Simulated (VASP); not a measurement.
# C (Fd-3m) in VASP: notebook

Runs on C. Level: LDA. Tasks: single point.

Everything below comes from runs of VASP 6.6.1. Logs are shortened: lines on timing, memory, paths and dates and some standing lists are left out, and cuts for length are marked.

## (1) The cell of the first run

Symmetry: Fd-3m, No. 227, cubic system. Conventional cell: a = 3.567 Å, b = 3.567 Å, c = 3.567 Å, α = 90.00°, β = 90.00°, γ = 90.00°. C (site symmetry -43m) has 4 C at 1.54 Å within 2.1 Å.

## (2) Single point, LDA

INCAR

```
  ALGO = Normal
  EDIFF = 1E-6
  ENCUT = 910
  GGA = CA
  GGA_COMPAT = False
  ISIF = 2
  ISMEAR = 0
  LASPH = True
  LCHARG = False
  LREAL = False
  LWAVE = False
  NBANDS = 11
  NELM = 120
  PREC = Accurate
  SIGMA = 0.01
```

KPOINTS

```
k-points
0
Gamma
  10 10 10
```

POSCAR

```
C
1.0
    0.0000000000      1.7833700000      1.7833700000
    1.7833700000      0.0000000000      1.7833700000
    1.7833700000      1.7833700000      0.0000000000
C
2
Direct
    0.0000000000      0.0000000000      0.0000000000
    0.2500000000      0.2500000000      0.2500000000
```

Potentials or basis: VASP PAW LDA potentials, release 64 (C_h).

The run is started by

```console
$ cat potpaw_LDA.64/C_h/POTCAR > POTCAR
$ mpirun -np 1 vasp_std > vasp.out
```

OUTCAR:

```text
EDIFF = 1E-6
   ENCUT = 910
   GGA = CA
   ISIF = 2
   ISMEAR = 0
   LASPH = True
   LREAL = False
   NELM = 120
   PREC = Accurate

 ion  position               nearest neighbor table
   1  0.000  0.000  0.000-
   2  0.250  0.250  0.250-

  LATTYP: Found a face centered cubic cell.
 ALAT       =     3.5667400000

  Lattice vectors:

 A1 = (   0.0000000000,   1.7833700000,   1.7833700000)
 A2 = (   1.7833700000,   0.0000000000,   1.7833700000)
 A3 = (   1.7833700000,   1.7833700000,   0.0000000000)

Analysis of symmetry for initial positions (statically):
=====================================================================
 Subroutine PRICEL returns:
 Original cell was already a primitive cell.

 Routine SETGRP: Setting up the symmetry group for a
 face centered cubic supercell.

 Subroutine GETGRP returns: Found 48 space group operations
 (whereof 24 operations were pure point group operations)
 out of a pool of 48 trial point group operations.

The static configuration has the point symmetry T_d .
 The point group associated with its full space group is O_h .

Analysis of symmetry for dynamics (positions and initial velocities):
=====================================================================
 Subroutine PRICEL returns:
 Original cell was already a primitive cell.

 Routine SETGRP: Setting up the symmetry group for a
 face centered cubic supercell.

 Subroutine GETGRP returns: Found 48 space group operations
 (whereof 24 operations were pure point group operations)
 out of a pool of 48 trial point group operations.

The dynamic configuration has the point symmetry T_d .
 The point group associated with its full space group is O_h .

 Subroutine INISYM returns: Found 48 space group operations
 (whereof 24 operations are pure point group operations),
 and found     1 'primitive' translations

----------------------------------------------------------------------------------------

                                     Primitive cell

  volume of cell :      11.3437

  direct lattice vectors                    reciprocal lattice vectors
     0.000000000  1.783370000  1.783370000    -0.280368067  0.280368067  0.280368067
     1.783370000  0.000000000  1.783370000     0.280368067 -0.280368067  0.280368067
     1.783370000  1.783370000  0.000000000     0.280368067  0.280368067 -0.280368067

  length of vectors
     2.522066041  2.522066041  2.522066041     0.485611737  0.485611737  0.485611737

  position of ions in fractional coordinates (direct lattice)
     0.000000000  0.000000000  0.000000000
     0.250000000  0.250000000  0.250000000

  ion indices of the primitive-cell ions
   primitive index   ion index
                 1           1
                 2           2

----------------------------------------------------------------------------------------

 KPOINTS: k-points

Automatic generation of k-mesh.
 Grid dimensions read from file:
 generate k-points for:   10   10   10

 Generating k-lattice:

  Cartesian coordinates                     Fractional coordinates (reciprocal lattice)
    -0.028036807  0.028036807  0.028036807     0.100000000  0.000000000  0.000000000
     0.028036807 -0.028036807  0.028036807     0.000000000  0.100000000  0.000000000
     0.028036807  0.028036807 -0.028036807     0.000000000  0.000000000  0.100000000

  Length of vectors
     0.048561174  0.048561174  0.048561174

  Shift w.r.t. Gamma in fractional coordinates (k-lattice)
     0.000000000  0.000000000  0.000000000

 Subroutine IBZKPT returns following result:
 ===========================================

 Found     47 irreducible k-points:

 Following reciprocal coordinates:
            Coordinates               Weight
  0.000000  0.000000  0.000000      1.000000
  0.100000  0.000000  0.000000      8.000000
  0.200000  0.000000  0.000000      8.000000
  0.300000  0.000000  0.000000      8.000000
  0.400000  0.000000  0.000000      8.000000
  0.500000  0.000000  0.000000      4.000000
[... 16 lines left out ...]
  0.300000  0.300000  0.000000      6.000000
  0.400000  0.300000  0.000000     24.000000
 [... further k-points ...]
   k-points           NKPTS =     47   k-points in BZ     NKDIM =     47   number of bands    NBANDS=     11
   number of dos      NEDOS =    301   number of ions     NIONS =      2
   total plane-waves  NPLWV =  21952
   dimension x,y,z NGX =    28 NGY =   28 NGZ =   28
   dimension x,y,z NGXF=    56 NGYF=   56 NGZF=   56
   ions per type =               2
   NGX,Y,Z   is equivalent  to a cutoff of  18.46, 18.46, 18.46 a.u.
   NGXF,Y,Z  is equivalent  to a cutoff of  36.91, 36.91, 36.91 a.u.
 SYSTEM =  unknown system
   PREC   = accura    normal or accurate (medium, high low for compatibility)
   ISTART =      0    job   : 0-new  1-cont  2-samecut
   ICHARG =      2    charge: 1-file 2-atom 10-const
   ISPIN  =      1    spin polarized calculation?
   LNONCOLLINEAR =      F non collinear calculations
   LSORBIT =      F    spin-orbit coupling
   LASPH  =      T    aspherical Exc in radial PAW
   ENCUT  =  910.0 eV  66.88 Ry    8.18 a.u.   6.20  6.20  6.20*2*pi/ulx,y,z
   NELM   =    120;   NELMIN=  2; NELMDL= -5     # of ELM steps
   EDIFF  = 0.1E-05   stopping-criterion for ELM
   LREAL  =      F    real-space projection
   EDIFFG = 0.1E-04   stopping-criterion for IOM
   NSW    =      0    number of steps for IOM
   IBRION =     -1    ionic relax: 0-MD 1-quasi-New 2-CG
   NFREE  =      0    steps in history (QN), initial steepest desc. (CG)
   ISIF   =      2    stress and relaxation
   ISYM   =      2    0-nonsym 1-usesym 2-fastsym
   POTIM  = 0.5000    time-step for ionic-motion
   TEBEG  =    0.0;   TEEND  =   0.0 temperature during run
   PSTRESS=    0.0 pullay stress
   NELECT =       8.0000    total number of electrons
   NUPDOWN=      -1.0000    fix difference up-down
   EMIN   =  10.00;   EMAX   =-10.00  energy-range for DOS
   EFERMI =   0.00;   METHOD = LEGACY
   ISMEAR =     0;   SIGMA  =   0.01  broadening in eV -4-tet -1-fermi 0-gaus
   EFERMI_NEDOS =   21; number of points for ismear=-14 and -15
   IALGO  =     38    algorithm
   IMIX   =      4    mixing-type and parameters
     AMIX     =   0.40;   BMIX     =  1.00
     AMIX_MAG =   1.60;   BMIX_MAG =  1.00
  volume/ion in A,a.u.               =       5.67        38.28
  Fermi-wavevector in a.u.,A,eV,Ry     =   1.457203  2.753714 28.891161  2.123440
  Thomas-Fermi vector in A             =   2.574032
   LORBIT       =      0    0 simple, 1 ext, 2 COOP (PROOUT), +10 PAW based schemes
   GGA     = CA    functional components
   LHFCALC =     F    Hartree Fock is set to
   AEXX    =    0.0000 exact exchange contribution
   IVDW    =     0    specifies the selected vdW correction
   LEPSILON=     F    determine dielectric tensor
   LRPA    =     F    only Hartree local field effects (RPA)
 non-spin polarized calculation
 Gauss-broadening in eV      SIGMA  =   0.01
  energy-cutoff  :      910.00
  volume of cell :       11.34
 maximum number of plane-waves:       725
 NGX is ok and might be reduce to    28
   NGX = 13   NGY = 13   NGZ = 13

 number of electron       8.0000000 magnetization

 Free energy of the ion-electron system (eV)
  ---------------------------------------------------
  ext. energy  EPLUGINS =         0.00000000
  ---------------------------------------------------
  free energy    TOTEN  =       -20.25534735 eV

  energy without entropy =      -20.25534735  energy(sigma->0) =      -20.25534735

 E-fermi :  11.0661     XC(G=0): -13.6499

 val. band max:       10.8662280534   @ k =   0.0000   0.0000   0.0000
 cond. band min:      15.0021945727   @ k =   0.4000   0.4000   0.0000
 fundamental gap:      4.1359665193
 Fermi energy:        11.0660508527

 k-point     1 :       0.0000    0.0000    0.0000
  band No.  band energies     occupation
      1     -10.4533      2.00000
      2      10.8662      2.00000
      3      10.8662      2.00000
      4      10.8662      2.00000
      5      16.4097      0.00000
      6      16.4097      0.00000
      7      16.4097      0.00000
      8      24.4164      0.00000
      9      29.8721      0.00000
     10      37.4864      0.00000
     11      37.4864      0.00000

 k-point     2 :       0.1000    0.0000    0.0000
  band No.  band energies     occupation
      1     -10.1768      2.00000
      2       9.2095      2.00000
      3      10.4209      2.00000
      4      10.4209      2.00000
      5      16.9928      0.00000
      6      16.9928      0.00000
      7      17.3599      0.00000
      8      24.6059      0.00000
      9      30.3019      0.00000
     10      34.8152      0.00000
     11      34.8152      0.00000

 k-point     3 :       0.2000    0.0000    0.0000
  band No.  band energies     occupation
      1      -9.3522      2.00000
      2       6.0313      2.00000
      3       9.5476      2.00000
      4       9.5476      2.00000
      5      18.1148      0.00000
      6      18.1148      0.00000
      7      18.6168      0.00000
      8      25.1265      0.00000
      9      31.0465      0.00000
     10      33.2868      0.00000
     11      33.2868      0.00000

 k-point     4 :       0.3000    0.0000    0.0000
  band No.  band energies     occupation
      1      -7.9976      2.00000
      2       2.6504      2.00000
      3       8.7603      2.00000
      4       8.7603      2.00000
      5      18.9282      0.00000
      6      18.9282      0.00000
      7      19.3829      0.00000
      8      25.7584      0.00000
      9      31.4004      0.00000
     10      33.5311      0.00000
     11      33.5311      0.00000
[... 239 lines left out ...]
 k-point    22 :      -0.2000    0.2000    0.0000
  band No.  band energies     occupation
      1      -7.5503      2.00000
      2       3.9800      2.00000
      3       4.8724      2.00000
      4       8.8885      2.00000
      5      19.2879      0.00000
      6      19.4173      0.00000
      7      21.2834      0.00000
      8      24.4935      0.00000
      9      30.8227      0.00000
     10      31.4817      0.00000
     11      34.5918      0.00000

 k-point    23 :       0.3000    0.3000    0.0000
  band No.  band energies     occupation
      1      -7.1846      2.00000
      2       4.9175      2.00000
      3       5.9850      2.00000
      4       5.9850      2.00000
      5      15.0734      0.00000
      6      19.4663      0.00000
      7      23.8378      0.00000
      8      23.8378      0.00000
      9      31.6003      0.00000
     10      33.3227      0.00000
     11      41.6954      0.00000

 k-point    24 :       0.4000    0.3000    0.0000
  band No.  band energies     occupation
      1      -5.8655      2.00000
      2       2.9494      2.00000
      3       4.8920      2.00000
      4       5.5148      2.00000
      5      15.6232      0.00000
      6      18.8009      0.00000
      7      24.8115      0.00000
      8      24.8888      0.00000
      9      32.4269      0.00000
     10      33.3786      0.00000
     11      41.5344      0.00000

 [... further k-points ...]
[... 5 lines left out ...]
  --------------------------------------------------------------------------------------
  -------------------------------------------------------------------------------------
  Total       -0.8849013     -0.8849013     -0.8849013     -0.0000000      0.0000000     -0.0000000
  in kB     -124.9830341   -124.9830341   -124.9830341     -0.0000000      0.0000000     -0.0000000
  external PRESSURE =    -124.9830341 kB  Pullay stress =       0.0000000 kB

 VOLUME and BASIS-vectors are now :
 -----------------------------------------------------------------------------
  energy-cutoff  :      910.00
  volume of cell :       11.34
      direct lattice vectors                 reciprocal lattice vectors
     0.000000000  1.783370000  1.783370000    -0.280368067  0.280368067  0.280368067
     1.783370000  0.000000000  1.783370000     0.280368067 -0.280368067  0.280368067
     1.783370000  1.783370000  0.000000000     0.280368067  0.280368067 -0.280368067

 POSITION                                       TOTAL-FORCE (eV/Angst)
 -----------------------------------------------------------------------------------
      0.00000      0.00000      0.00000         0.000000      0.000000      0.000000
      0.89168      0.89168      0.89168        -0.000000     -0.000000     -0.000000
 -----------------------------------------------------------------------------------
    total drift:                                0.000000      0.000000      0.000000

  FREE ENERGIE OF THE ION-ELECTRON SYSTEM (eV)
  ---------------------------------------------------
  free  energy   TOTEN  =       -20.2553473506 eV

  energy  without entropy=      -20.2553473506  energy(sigma->0) =      -20.25534735
```

It took 14 s on 1 thread of Intel Xeon Platinum 8259CL at 2.50GHz (Skylake/Cascade Lake), shared host; peak memory 0.13 GiB.

Results:

```
Free energy            : -20.2553 eV
Pressure               : -12.5 GPa
Band gap on the k mesh : 4.14 eV, indirect (least direct gap 5.54 eV)
```

Caveat: the cutoff is under 1.25 times the usual one of these potentials, so pressure, stress and relaxed cells hold a basis-set (Pulay) error.

## (3) Single point, LDA

INCAR

```
SYSTEM = C
ALGO     = Normal         ! electronic algorithm
EDIFF    = 1E-6           ! SCF threshold, eV
ENCUT    = 910            ! plane-wave cutoff, eV
GGA_COMPAT= .FALSE.      
ISIF     = 2              ! what is computed and relaxed
ISMEAR   = 0              ! smearing method
LASPH    = .TRUE.         ! aspherical terms in the spheres
LCHARG   = .FALSE.        ! write CHGCAR
LREAL    = .FALSE.        ! projectors in reciprocal space
LWAVE    = .FALSE.        ! write WAVECAR
NBANDS   = 11             ! bands
NELM     = 120            ! most SCF steps
PREC     = Accurate       ! precision mode
SIGMA    = 0.01           ! smearing width, eV
```

KPOINTS

```
k-points
0
G
  7 7 7
  0 0 0
```

POSCAR is that of step 2.

Potentials or basis: VASP PAW LDA potentials, release 64 (C_h).

The run is started by

```console
$ cat potpaw_LDA.64/C_h/POTCAR > POTCAR
$ mpirun -np 1 vasp_std > vasp.out
```

Run time: 4.3 s. Hardware: 1 thread of Intel Xeon Platinum 8559C (Emerald Rapids), shared host; peak memory 0.12 GiB.

It converged, with:

* Free energy: -20.2528 eV
* Pressure: -12.5 GPa
* Band gap on the k mesh: 4.22 eV, indirect (least direct gap 5.54 eV)

Levels at points of the mesh, in eV from the valence-band top:
```
           k point  band 1  band 2  band 3  band 4  band 5  band 6  band 7  band 8  band 9
(0.00, 0.00, 0.00)  -21.32    0.00    0.00    0.00    5.54    5.54    5.54   13.55   19.00
```

Caveat: the k points lie up to 0.44 Å⁻¹ apart; the cutoff is under 1.25 times the usual one of these potentials, so pressure, stress and relaxed cells hold a basis-set (Pulay) error.

(Part 1 of 2 ends here.)
